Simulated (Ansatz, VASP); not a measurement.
## Ca: VASP beside Ansatz

```
Ca
1.0
     0.00000    2.79420    2.79420
     2.72435    0.00000    2.79420
     2.72435    2.79420    0.00000
Ca
1
Direct
  0.00000 0.00000 0.00000
```

Change from the starting cell: strain -0.0250 x Voigt [1, 0, 0, 0, 0, 0], atoms carried along.

Alike in both runs: task single point; functional r2SCAN; k mesh 14 × 14 × 14; occupations gaussian, width 0.15 eV; no spin polarisation.

|  | VASP | Ansatz |
| --- | --- | --- |
| version | VASP 6.6.1 | Ansatz 0.2.0 |
| potentials or method | VASP PAW PBE potentials, release 64 (Ca_sv), cutoff 520 eV | scalar-relativistic, plane waves, PAW |
| valence electrons in the cell | 10 | 10 |

|  | VASP | Ansatz | Ansatz less VASP |
| --- | --- | --- | --- |
| gap on the k mesh at the Fermi level (eV) | none | none | - |
| pressure (GPa) | 0.3 | 0.3 | -0.05 |
| traceless stress, the component that is largest in VASP (GPa) | 0.11 | 0.11 | 0.000 |

VASP's potentials were made for PBE, not for r2SCAN. A gap of «none» marks a metal or a gap that the smearing closes. The functional is the same, so the differences come from potentials, cutoffs and numerics.
